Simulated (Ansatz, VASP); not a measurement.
**Sb: VASP beside Ansatz**

```
Sb
1.0
     2.08608    1.20440    3.63168
    -2.08608    1.20440    3.63168
     0.00000   -2.40880    3.63168
Sb
2
Direct
  0.23364 0.23364 0.23364
  0.76636 0.76636 0.76636
```

Change from the starting cell: strain -0.030 along x and y, -0.030 along z, atoms carried along.

Alike in both runs: task single point; functional PBEsol; k mesh 12 × 12 × 12; occupations gaussian, width 0.15 eV; no spin polarisation.

```csv
,VASP,Ansatz
version,VASP 6.6.1,Ansatz 0.2.0
potentials or method,"VASP PAW PBE potentials, release 64 (Sb), cutoff 520 eV","scalar-relativistic, plane waves, PAW"
valence electrons in the cell,10,30
```

|  | VASP | Ansatz | Ansatz less VASP |
| --- | --- | --- | --- |
| gap on the k mesh at the Fermi level (eV) | none | none | - |
| pressure (GPa) | 7.4 | 7.0 | -0.37 |
| traceless stress, the component that is largest in VASP (GPa) | -1.24 | -1.15 | +0.093 |
| rms of the force components (eV/Å) | 0.454 | 0.405 | -0.0487 |

VASP's potentials were made for PBE, not for PBEsol. Atom by atom the forces differ by 0.049 eV/Å (rms over components). A gap of «none» marks a metal or a gap that the smearing closes. The functional is the same, so the differences come from potentials, cutoffs and numerics. VASP's potentials hold 10 valence electrons a cell and Ansatz's 30, so a difference there can come from the potentials and not from the codes.

Neither program's run includes spin-orbit coupling.
